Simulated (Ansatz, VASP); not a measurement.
CdF2: VASP beside Ansatz

```
CELL_PARAMETERS angstrom
0.00000 2.69400 2.69400
2.69400 0.00000 2.69400
2.69400 2.69400 0.00000
ATOMIC_POSITIONS crystal
Cd 0.00000 0.00000 0.00000
F 0.25000 0.25000 0.25000
F 0.75000 0.75000 0.75000
```

Alike in both runs: task single point; functional r2SCAN; k mesh 10 × 10 × 10; occupations gaussian, width 0.05 eV; no spin polarisation.

|  | VASP | Ansatz |
| --- | --- | --- |
| version | VASP 6.6.1 | Ansatz 0.2.0 |
| potentials or method | VASP PAW PBE potentials, release 64 (Cd, F), cutoff 520 eV | scalar-relativistic, plane waves, PAW |
| valence electrons in the cell | 26 | 34 |

```csv
,VASP,Ansatz,Ansatz less VASP
gap on the k mesh at the Fermi level (eV),3.76,3.80,+0.044
pressure (GPa),1.0,0.0,-0.99
```

VASP's potentials were made for PBE, not for r2SCAN. With one functional, cell and mesh, what is left measures potentials, basis and numerics. VASP's potentials hold 26 valence electrons a cell and Ansatz's 34, so a difference there can come from the potentials and not from the codes.
